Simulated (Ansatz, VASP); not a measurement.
# One calculation of Al12H, two programs

File INCAR:

```
PREC = Accurate
ENCUT = 520
EDIFF = 1E-6
ISMEAR = 0
SIGMA = 0.1
LREAL = F
LASPH = T
NELM = 80
ALGO = Normal
ISIF = 2
LWAVE = F
LCHARG = F
LDIPOL = T
IDIPOL = 3
DIPOL = 0.5 0.5 0.308
GGA = PE
IVDW = 12
NBANDS = 30
```

Contents of KPOINTS:

```
regular mesh
0
Gamma
  6 6 1
```

File POSCAR:

```
Al12H
1.0
    5.6314608543      0.0000000000      0.0000000000
   -2.8157304272      4.8769881603      0.0000000000
    0.0000000000      0.0000000000     21.6684292099
Al H
12 1
Direct
    0.3333333333      0.1666666667      0.1846003677
    0.3333333333      0.6666666667      0.1846003677
    0.8333333333      0.1666666667      0.1846003677
    0.8333333333      0.6666666667      0.1846003677
    0.1666666667      0.3333333333      0.2900502825
    0.1666666667      0.8333333333      0.2900502825
    0.6666666667      0.3333333333      0.2900502825
    0.6666666667      0.8333333333      0.2900502825
    0.0000000000      0.0000000000      0.3954337957
    0.0000000000      0.5000000000      0.3954337957
    0.5000000000      0.0000000000      0.3954337957
    0.5000000000      0.5000000000      0.3954337957
    0.0000000000      0.2500000000      0.5246540531
```

Input for Ansatz:

```yaml
crystal:
  lattice:
    - [5.6314608543, 0.0, 0.0]
    - [-2.8157304272, 4.8769881603, 0.0]
    - [0.0, 0.0, 21.6684292099]
  atoms:
    - { symbol: Al, position: [0.3333333333, 0.1666666667, 0.1846003677] }
    - { symbol: Al, position: [0.3333333333, 0.6666666667, 0.1846003677] }
    - { symbol: Al, position: [0.8333333333, 0.1666666667, 0.1846003677] }
    - { symbol: Al, position: [0.8333333333, 0.6666666667, 0.1846003677] }
    - { symbol: Al, position: [0.1666666667, 0.3333333333, 0.2900502825] }
    - { symbol: Al, position: [0.1666666667, 0.8333333333, 0.2900502825] }
    - { symbol: Al, position: [0.6666666667, 0.3333333333, 0.2900502825] }
    - { symbol: Al, position: [0.6666666667, 0.8333333333, 0.2900502825] }
    - { symbol: Al, position: [0.0, 0.0, 0.3954337957] }
    - { symbol: Al, position: [0.0, 0.5, 0.3954337957] }
    - { symbol: Al, position: [0.5, 0.0, 0.3954337957] }
    - { symbol: Al, position: [0.5, 0.5, 0.3954337957] }
    - { symbol: H, position: [0.0, 0.25, 0.5246540531] }
basis:
  ecutwfc: 420
kpoints:
  mp_grid: { grid: [6, 6, 1] }
hamiltonian:
  xc: pbe
  pseudopotentials: { kind: paw, azcp: { folder: soft_1 } }
  dispersion: d3bj
scf:
  occupations: { method: gaussian, width: 0.1 }
output:
  forces: true
  eigenvalues: true
efield:
  axis: 3
  dipole_correction: true
  ramp_width: 0.04
```

Alike in both runs: task single point; functional PBE; dispersion D3(BJ); k mesh 6 × 6 × 1; occupations gaussian, width 0.1 eV; no spin polarisation.

|  | VASP | Ansatz |
| --- | --- | --- |
| version | VASP 6.6.1 | Ansatz 0.2.0 |
| potentials or method | VASP PAW PBE potentials, release 64 (Al, H), cutoff 520 eV | scalar-relativistic, plane waves, PAW |
| valence electrons in the cell | 37 | 37 |

```csv
,VASP,Ansatz,Ansatz less VASP
gap on the k mesh at the Fermi level (eV),none,none,-
rms of the force components (eV/Å),0.229,0.229,+0.0001
```

Atom by atom the forces differ by 0.000 eV/Å (rms over components). A gap of «none» marks a metal or a gap that the smearing closes.
